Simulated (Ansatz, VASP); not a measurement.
Cr in VASP and in Ansatz

```
Cr
1.0
     2.46682    0.00000    0.00000
    -0.82227    2.32574    0.00000
     0.00000    0.00000    7.00000
Cr
1
Direct
  0.00000 0.00000 0.50000
```

Alike in both runs: task single point; functional PBE; k mesh 14 × 14 × 1; occupations fermi-dirac, width 0.05 eV; collinear spin.

```csv
,VASP,Ansatz
version,VASP 6.6.1,Ansatz 0.2.0
potentials or method,"VASP PAW PBE potentials, release 64 (Cr_pv)","PAW with Ansatz's default frozen-core files, scalar-relativistic"
plane-wave cutoff (eV),520,420
valence electrons in the cell,12,14
```

```tsv
	VASP	Ansatz	Ansatz less VASP
net moment per atom (μB)	1.13	1.12	-0.016
size of the moment on the site where the two differ most (μB)	0.97	0.89	-0.076
```

Site moments also hang on the region over which each program counts them. The functional is the same, so the differences come from potentials, cutoffs and numerics. VASP's potentials hold 12 valence electrons a cell and Ansatz's 14, so a difference there can come from the potentials and not from the codes. Ansatz's warnings: vacuum density over bound.
